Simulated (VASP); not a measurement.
# La2NbO3 (P-4m2) in VASP: relaxation of cell and atoms with PBE

Aim: the relaxation of cell and atoms of La2NbO3 with PBE.

All numbers are computed with VASP 6.6.1; they aren't measurements. Logs are shortened: lines on timing, memory, paths and dates and some standing lists are left out, and cuts for length are marked.

## (1) The cell of the first run

It takes space group P-4m2 (No. 115, tetragonal). Conventional cell: a = 3.540 Å, b = 3.540 Å, c = 7.765 Å, α = 90.00°, β = 90.00°, γ = 90.00°. La (site symmetry 2mm) has 7 O at 2.66 to 2.79 Å and 2 Nb at 2.70 Å within 3.5 Å. Within 3.3 Å of Nb (site symmetry -4m2) lie 4 O at 2.50 Å and 4 La at 2.70 Å. Within 3.3 Å of O (site symmetry -4m2) lie 4 Nb at 2.50 Å and 4 La at 2.70 Å. O (site symmetry 2mm) has 5 La at 2.66 to 2.79 Å and 6 O at 3.14 to 3.42 Å and 2 Nb at 3.42 Å within 3.5 Å.

## (2) Relaxation of cell and atoms, PBE, collinear spin, zero start

Input file INCAR:

```
SYSTEM = La2NbO3
  ALGO = Normal
  EDIFF = 1E-6
  EDIFFG = -0.04
  ENCUT = 600
  GGA = PE
  IBRION = 2
  ISIF = 3
  ISMEAR = 0
  ISPIN = 2
  LASPH = .TRUE.
  LCHARG = .FALSE.
  LMAXMIX = 6
  LORBIT = 11
  LREAL = .FALSE.
  LWAVE = .FALSE.
  MAGMOM = 0 0 0 0 0 0
  NELM = 150
  NSW = 90
  PREC = Accurate
  SIGMA = 0.1
```

Input file KPOINTS:

```
k-points
0
G
  6 6 2
  0 0 0
```

Input file POSCAR:

```
La2NbO3
1.0
    3.5399103600      0.0000000000      0.0000000000
    0.0000000000      3.5399103600      0.0000000000
    0.0000000000      0.0000000000      7.7654016300
La Nb O
2 1 3
Direct
    0.0000000000      0.5000000000      0.7372320300
    0.5000000000      0.0000000000      0.2627679700
    0.0000000000      0.0000000000      0.0000000000
    0.5000000000      0.5000000000      0.0000000000
    0.0000000000      0.5000000000      0.3774000100
    0.5000000000      0.0000000000      0.6225999900
```

Potentials or basis: VASP PAW PBE potentials, release 64 (La, Nb_sv, O).

Command:

```sh
$ cat potpaw_PBE.64/La/POTCAR potpaw_PBE.64/Nb_sv/POTCAR potpaw_PBE.64/O/POTCAR > POTCAR
$ mpirun -np 1 vasp_std > vasp.out
```

OUTCAR:

```text
SYSTEM = La2NbO3
   EDIFF = 1E-6
   EDIFFG = -0.04
   ENCUT = 600
   GGA = PE
   IBRION = 2
   ISIF = 3
   ISMEAR = 0
   ISPIN = 2
   LASPH = .TRUE.
   LORBIT = 11
   LREAL = .FALSE.
   NELM = 150
   NSW = 90
   PREC = Accurate

 ion  position               nearest neighbor table
   1  0.000  0.500  0.737-   6 2.66   6 2.66   6 2.66   6 2.66   4 2.70   4 2.70   3 2.70   3 2.70
                             5 2.79
   2  0.500  0.000  0.263-   5 2.66   5 2.66   5 2.66   5 2.66   4 2.70   3 2.70   3 2.70   4 2.70
                             6 2.79
   3  0.000  0.000  0.000-   4 2.50   4 2.50   4 2.50   4 2.50   2 2.70   2 2.70   1 2.70   1 2.70

   4  0.500  0.500  0.000-   3 2.50   3 2.50   3 2.50   3 2.50   2 2.70   1 2.70   1 2.70   2 2.70

   5  0.000  0.500  0.377-   2 2.66   2 2.66   2 2.66   2 2.66   1 2.79
   6  0.500  0.000  0.623-   1 2.66   1 2.66   1 2.66   1 2.66   2 2.79

  LATTYP: Found a simple tetragonal cell.
 ALAT       =     3.5399103600
 C/A-ratio  =     2.1936718279

  Lattice vectors:

 A1 = (   3.5399103600,   0.0000000000,   0.0000000000)
 A2 = (   0.0000000000,   3.5399103600,   0.0000000000)
 A3 = (   0.0000000000,   0.0000000000,   7.7654016300)

Analysis of symmetry for initial positions (statically):
=====================================================================
 Subroutine PRICEL returns:
 Original cell was already a primitive cell.

 Routine SETGRP: Setting up the symmetry group for a
 simple tetragonal supercell.

 Subroutine GETGRP returns: Found  8 space group operations
 (whereof  8 operations were pure point group operations)
 out of a pool of 16 trial point group operations.

The static configuration has the point symmetry D_2d.

Analysis of symmetry for dynamics (positions and initial velocities):
=====================================================================
 Subroutine PRICEL returns:
 Original cell was already a primitive cell.

 Routine SETGRP: Setting up the symmetry group for a
 simple tetragonal supercell.

 Subroutine GETGRP returns: Found  8 space group operations
 (whereof  8 operations were pure point group operations)
 out of a pool of 16 trial point group operations.

The dynamic configuration has the point symmetry D_2d.
[... 156 lines left out ...]

 number of electron      53.0000006 magnetization       0.0017221

 number of electron      53.0000006 magnetization      -0.0010218

 Free energy of the ion-electron system (eV)
  ---------------------------------------------------
  ext. energy  EPLUGINS =         0.00000000
  ---------------------------------------------------
  free energy    TOTEN  =       -43.73083523 eV

  energy without entropy =      -43.69632858  energy(sigma->0) =      -43.71358190

------------------------ aborting loop because EDIFF is reached ----------------------------------------

  FORCE on cell =-STRESS in cart. coord.  units (eV):
  Direction    XX          YY          ZZ          XY          YZ          ZX
  --------------------------------------------------------------------------------------
  -------------------------------------------------------------------------------------
  Total       -5.4982999     -5.4982999      5.3353224      0.0000000      0.0000000      0.0000000
  in kB      -90.5295896    -90.5295896     87.8461632      0.0000000      0.0000000      0.0000000
  external PRESSURE =     -31.0710053 kB  Pullay stress =       0.0000000 kB
[... 69 lines left out ...]
--------------------------------------- Ionic step        3  -------------------------------------------

 number of electron      53.0000014 magnetization       0.0008468

 E-fermi :  10.7783     XC(G=0): -11.4554

 val. band max:       10.6973453668   @ k =   0.1667   0.0000   0.0000
 cond. band min:      10.8036199225   @ k =   0.5000   0.1667   0.0000
 fundamental gap:      0.1062745556
 Fermi energy:        10.7782705537

 spin component 1

 k-point     1 :       0.0000    0.0000    0.0000
  band No.  band energies     occupation
      1     -44.5922      1.00000
      2     -21.8892      1.00000
      3     -21.8169      1.00000
      4     -20.7630      1.00000
      5     -20.7630      1.00000
      6     -20.3561      1.00000
[... 1385 lines left out ...]
  FREE ENERGIE OF THE ION-ELECTRON SYSTEM (eV)
  ---------------------------------------------------
  free  energy   TOTEN  =       -46.6959188569 eV

  energy  without entropy=      -46.6788159447  energy(sigma->0) =      -46.68736740

[... ionic steps 4 to 13 ...]

--------------------------------------- Ionic step       14  -------------------------------------------

 number of electron      53.0000005 magnetization       0.0010836

------------------------ aborting loop because EDIFF is reached ----------------------------------------
[... 75 lines left out ...]
--------------------------------------- Ionic step       16  -------------------------------------------

 number of electron      53.0000003 magnetization       0.0016872

 Free energy of the ion-electron system (eV)
  ---------------------------------------------------
  ext. energy  EPLUGINS =         0.00000000
  ---------------------------------------------------
  free energy    TOTEN  =       -47.51873317 eV

  energy without entropy =      -47.49542579  energy(sigma->0) =      -47.50707948

 E-fermi :   9.7080     XC(G=0): -10.9497

 val. band max:        9.6889535409   @ k =   0.1667   0.0000   0.5000
 cond. band min:       9.7690126806   @ k =   0.5000   0.1667   0.0000
 fundamental gap:      0.0800591396
 Fermi energy:         9.7079607006

 spin component 1

 k-point     1 :       0.0000    0.0000    0.0000
  band No.  band energies     occupation
      1     -46.0423      1.00000
      2     -23.3513      1.00000
      3     -23.2394      1.00000
      4     -22.1111      1.00000
      5     -22.1111      1.00000
      6     -21.8052      1.00000
[... 1385 lines left out ...]
  FREE ENERGIE OF THE ION-ELECTRON SYSTEM (eV)
  ---------------------------------------------------
  free  energy   TOTEN  =       -47.5187331727 eV

  energy  without entropy=      -47.4954257867  energy(sigma->0) =      -47.50707948

 reached required accuracy - stopping structural energy minimisation

 total charge

# of ion       s       p       d       f       tot
--------------------------------------------------
    1        2.024   5.660   0.808   0.253   8.745
    2        2.024   5.660   0.808   0.253   8.745
    3        2.161   5.939   2.419   0.000  10.519
    4        1.555   3.346   0.000   0.000   4.901
    5        1.569   3.462   0.000   0.000   5.031
    6        1.569   3.462   0.000   0.000   5.031
--------------------------------------------------
tot         10.903  27.529   4.035   0.505  42.972

 magnetization (x)

# of ion       s       p       d       f       tot
--------------------------------------------------
    1        0.000   0.000   0.000   0.000   0.000
    2        0.000   0.000   0.000   0.000   0.000
    3        0.000   0.000   0.001   0.000   0.001
    4        0.000   0.000   0.000   0.000   0.000
    5       -0.000   0.000   0.000   0.000   0.000
    6       -0.000   0.000   0.000   0.000   0.000
--------------------------------------------------
tot          0.000   0.000   0.001   0.000   0.001
```

OSZICAR:

```text
N       E                     dE             d eps       ncg     rms          rms(c)
DAV:   1     0.751253152053E+03    0.75125E+03   -0.23814E+04  2520   0.297E+03
[... 201 lines left out ...]
DAV:   4    -0.475187263597E+02    0.67605E-03   -0.42357E-03  4268   0.361E-01    0.685E-02
DAV:   5    -0.475187046141E+02    0.21746E-04   -0.77257E-04  4292   0.184E-01    0.350E-02
DAV:   6    -0.475187221246E+02   -0.17510E-04   -0.14515E-04  4772   0.779E-02    0.298E-02
DAV:   7    -0.475187310571E+02   -0.89326E-05   -0.37618E-05  4800   0.391E-02    0.205E-02
DAV:   8    -0.475187347425E+02   -0.36854E-05   -0.21056E-05  4658   0.289E-02    0.635E-03
DAV:   9    -0.475187334075E+02    0.13351E-05   -0.84552E-06  3800   0.182E-02    0.188E-03
DAV:  10    -0.475187331727E+02    0.23477E-06   -0.11686E-06  1998   0.123E-02
  16 F= -.47518733E+02 E0= -.47507079E+02  d E =-.659770E-03  mag=     0.0017
```

CONTCAR:

```text
La2NbO3
   1.00000000000000
     3.2863700859485832   -0.0000000000000000   -0.0000000000000000
     0.0000000000000000    3.2863700859485832   -0.0000000000000000
    -0.0000000000000000   -0.0000000000000000    9.2773418269478398
  La              Nb              O
     2     1     3
Direct
     1.0000000000000000    0.5000000000000000    0.6735023106491935
     0.5000000000000000    0.0000000000000000    0.3264976893508064
     0.0000000000000000    0.0000000000000000    1.0000000000000000
     0.5000000000000000    0.5000000000000000    1.0000000000000000
     0.0000000000000000    0.5000000000000000    0.3985049013495219
     0.5000000000000000    1.0000000000000000    0.6014950986504781

  0.00000000E+00  0.00000000E+00  0.00000000E+00
  0.00000000E+00  0.00000000E+00  0.00000000E+00
  0.00000000E+00  0.00000000E+00  0.00000000E+00
  0.00000000E+00  0.00000000E+00  0.00000000E+00
  0.00000000E+00  0.00000000E+00  0.00000000E+00
  0.00000000E+00  0.00000000E+00  0.00000000E+00
```

Run time: 47 min. Hardware: 1 thread of Oxide Virtual Turin-like, shared host; peak memory 0.32 GiB.

What came out:

```yaml
Free_energy: -47.5187 eV
Relaxed_volume: 16.70 Å³/atom
Relaxed_cell: a = 3.286 Å, b = 3.286 Å, c = 9.277 Å, α = 90.00°, β = 90.00°, γ = 90.00°
Space_group_after_relaxing_to_0.05_Å: P-4m2 (No. 115)
Energy_gained_by_relaxing: 631.3 meV/atom
Ionic_steps: 16
Pressure_after_relaxing: -0.1 GPa
Largest_force_after_relaxing: 0.010 eV/Å
Net_moment: 0.00 μB per cell
Valence_electrons_inside_the_program's_atomic_spheres: La 8.74; Nb 10.52; O 4.90, 5.03
```

Forces in eV/Å, atoms in the order of the input:
```
La   0.000  0.000 -0.010
La   0.000  0.000  0.010
Nb   0.000  0.000  0.000
O    0.000  0.000  0.000
O    0.000  0.000 -0.008
O    0.000  0.000  0.008
```

Step by step:
```
step  energy change (eV)  largest force (eV/Å)  pressure (GPa)  volume (Å³)
   1              0.0000                5.8661           -3.11        97.31
   2             -2.7524                1.6762            3.71        92.71
   3             -2.9651                1.2632            9.40        90.97
   4             -3.4249                0.8831           -3.77       102.82
   5             -3.4254                0.8935           -3.46       102.44
   6             -3.6583                0.8171           -0.33       101.64
   7             -3.6817                0.8010            1.24       101.20
   8             -3.7369                0.2144           -2.33       103.15
   9             -3.7388                0.2442           -1.81       102.86
  10             -3.7727                0.1605            0.19       100.38
  11             -3.7741                0.1658            0.67        99.78
  12             -3.7852                0.1865           -0.26       100.10
  13             -3.7852                0.1838           -0.32       100.12
  14             -3.7868                0.0259            0.58        99.63
  15             -3.7872                0.0430            0.31        99.78
  16             -3.7879                0.0097           -0.06       100.20
```

Final structure:
```
La Nb O
1.0
     3.28637    0.00000    0.00000
     0.00000    3.28637    0.00000
     0.00000    0.00000    9.27734
La Nb O
2 1 3
Direct
  0.00000 0.50000 0.67350
  0.50000 0.00000 0.32650
  0.00000 0.00000 0.00000
  0.50000 0.50000 0.00000
  0.00000 0.50000 0.39850
  0.50000 0.00000 0.60150
```

Levels at points of the mesh, in eV from the Fermi level:
Spin up:
```tsv
k point	band 25	band 26	band 27	band 28	band 29	band 30
(0.00, 0.00, 0.00)	-2.44	-2.05	-1.24	-0.92	0.58	0.58
(0.50, 0.00, 0.00)	-1.48	0.30	0.80	0.90	0.96	1.23
(0.50, 0.50, 0.00)	-1.15	-1.15	-0.46	1.55	1.87	1.89
(0.00, 0.00, 0.50)	-2.42	-1.66	-1.43	-0.69	0.58	0.58
(0.50, 0.00, 0.50)	-1.21	0.25	0.66	0.89	0.96	1.11
(0.50, 0.50, 0.50)	-1.35	-1.35	-0.54	1.52	1.87	1.89
```
Spin down:
| k point | band 25 | band 26 | band 27 | band 28 | band 29 | band 30 |
| --- | --- | --- | --- | --- | --- | --- |
| (0.00, 0.00, 0.00) | -2.44 | -2.05 | -1.24 | -0.92 | 0.58 | 0.58 |
| (0.50, 0.00, 0.00) | -1.48 | 0.30 | 0.80 | 0.90 | 0.97 | 1.23 |
| (0.50, 0.50, 0.00) | -1.14 | -1.14 | -0.46 | 1.55 | 1.87 | 1.89 |
| (0.00, 0.00, 0.50) | -2.42 | -1.66 | -1.43 | -0.69 | 0.58 | 0.58 |
| (0.50, 0.00, 0.50) | -1.21 | 0.25 | 0.66 | 0.89 | 0.96 | 1.11 |
| (0.50, 0.50, 0.50) | -1.35 | -1.35 | -0.54 | 1.53 | 1.87 | 1.89 |

Caveat: the k points lie up to 0.34 Å⁻¹ apart in the final cell; spin-orbit coupling is left out, which moves the levels of the heavy elements.
